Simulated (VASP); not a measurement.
CeO2, 3 atoms in the cell. The structure is cubic, space group Fm-3m (No. 225). Conventional cell: a = 5.398 Å, b = 5.398 Å, c = 5.398 Å, α = 90.00°, β = 90.00°, γ = 90.00°. Within 3.1 Å of Ce (site symmetry m-3m) lie 8 O at 2.34 Å. Within 3.1 Å of O (site symmetry -43m) lie 4 Ce at 2.34 Å and 6 O at 2.70 Å. 

- Program: VASP 6.6.1
- Task: electric field gradients
- Functional: PBEsol
- Potentials or basis: VASP PAW PBE potentials, release 64 (Ce, O)
- Cutoff: 520 eV
- k mesh: 10 × 10 × 10
- Occupations: gaussian, width 0.05 eV
- Spin: no spin polarisation
- Dipole correction: no
- Further INCAR settings: ALGO = Normal; EDIFF = 1e-08; NBANDS = 19

Potentials or basis: VASP PAW PBE potentials, release 64 (Ce, O).

Launch:

```console
$ cat potpaw_PBE.64/Ce/POTCAR potpaw_PBE.64/O/POTCAR > POTCAR
$ mpirun -np 1 vasp_std > vasp.out
```

Hardware: 1 thread of Intel(R) Xeon(R) 6975P-C (Granite Rapids), with other jobs on the host.

Estimate the wall time of this run.

Run time: 27 s on 1 thread of Intel(R) Xeon(R) 6975P-C (Granite Rapids), on a shared host, peak memory 0.19 GiB. Counts: scf iterations 21, k points 47.
